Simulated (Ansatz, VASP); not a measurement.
**TaN: VASP beside Ansatz**

Contents of INCAR:

```
ALGO     = Normal         # electronic algorithm
EDIFF    = 1E-6           # SCF threshold, eV
ENCUT    = 600            # plane-wave cutoff, eV
GGA      = PS             # functional
GGA_COMPAT= False        
ISIF     = 2              # what is computed and relaxed
ISMEAR   = 0              # smearing method
ISPIN    = 2              # spin polarisation
LASPH    = True           # aspherical terms in the spheres
LCHARG   = False          # write CHGCAR
LMAXMIX  = 4              # l up to which the mixer works
LORBIT   = 11             # projections on sites
LREAL    = False          # projectors in reciprocal space
LWAVE    = False          # write WAVECAR
MAGMOM   = 1 0            # initial moments
NBANDS   = 19             # bands
NELM     = 200            # most SCF steps
PREC     = Accurate       # precision mode
SIGMA    = 0.1            # smearing width, eV
```

Contents of KPOINTS:

```
k-points
0
Gamma
  8 8 8
```

The input POSCAR:

```
TaN
1.0
    0.0000000000      2.2203990515      2.2203990515
    2.2203990515      0.0000000000      2.2203990515
    2.2203990515      2.2203990515      0.0000000000
Ta N
1 1
Direct
    0.0000000000      0.0000000000      0.0000000000
    0.5000000000      0.5000000000      0.5000000000
```

Input for Ansatz:

```yaml
crystal:
  lattice:
    - [0.0, 2.2203990515, 2.2203990515]
    - [2.2203990515, 0.0, 2.2203990515]
    - [2.2203990515, 2.2203990515, 0.0]
  atoms:
    - { symbol: Ta, position: [0.0, 0.0, 0.0], spin: 1.0 }
    - { symbol: "N", position: [0.5, 0.5, 0.5] }
basis:
  ecutwfc: 420
kpoints:
  mp_grid: { grid: [8, 8, 8] }
hamiltonian:
  xc: pbesol
scf:
  occupations: { method: gaussian, width: 0.1 }
  lower_state_search: "off"
output:
  forces: true
  stress: true
  eigenvalues: true
  populations: true
magnetization:
  spin_polarized: true
```

Alike in both runs: task single point; functional PBEsol; k mesh 8 × 8 × 8; occupations gaussian, width 0.1 eV; collinear spin.

|  | VASP | Ansatz |
| --- | --- | --- |
| version | VASP 6.6.1 | Ansatz 0.2.0 |
| potentials or method | VASP PAW PBE potentials, release 64 (Ta_pv, N), cutoff 600 eV | scalar-relativistic, plane waves, PAW |
| valence electrons in the cell | 16 | 18 |

VASP gave:

| Property | Result |
| --- | --- |
| gap on the k mesh at the Fermi level (eV) | none |
| pressure (GPa) | -13.5 |
| net moment per atom (μB) | 0.00 |

Q: Estimate Ansatz's values.

A: gap on the k mesh at the Fermi level (eV): none; pressure (GPa): -14.2; net moment per atom (μB): 0.00.

VASP's potentials were made for PBE, not for PBEsol. A gap of «none» marks a metal or a gap that the smearing closes. VASP's potentials hold 16 valence electrons a cell and Ansatz's 18, so a difference there can come from the potentials and not from the codes. Ansatz's warnings: seeded moment not kept.

Spin-orbit coupling is off throughout.
